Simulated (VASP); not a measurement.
Here is a VASP 6.6.1 calculation.

Contents of INCAR:

```
SYSTEM = CaO
PREC = Accurate
ENCUT = 520
EDIFF = 1E-7
ISMEAR = 0
SIGMA = 0.1
LREAL = .False.
LASPH = .True.
NELM = 80
ALGO = Normal
ISIF = 2
LWAVE = .False.
LCHARG = .True.
GGA = PE
LELF = .True.
LVHAR = .True.
NBANDS = 15
```

Contents of KPOINTS:

```
Automatic mesh
0
Gamma
  6 6 6
  0 0 0
```

Contents of POSCAR:

```
CaO
1.0
    3.2456635600      0.0000000000      0.0000000000
    0.0000000000      3.2456635600      0.0000000000
    0.0000000000      0.0000000000      3.2456635600
Ca O
1 1
Direct
    0.0000000000      0.0000000000      0.0000000000
    0.5000000000      0.5000000000      0.5000000000
```

Potentials or basis: VASP PAW PBE potentials, release 64 (Ca_sv, O).

Launch:

```bash
$ cat potpaw_PBE.64/Ca_sv/POTCAR potpaw_PBE.64/O/POTCAR > POTCAR
$ mpirun -np 1 vasp_std > vasp.out
```

(1) Estimate the band gap on the k mesh.

(2) Estimate the pressure.

Results:

(1) 2.22 eV, indirect (least direct gap 2.51 eV).

(2) -16.8 GPa.
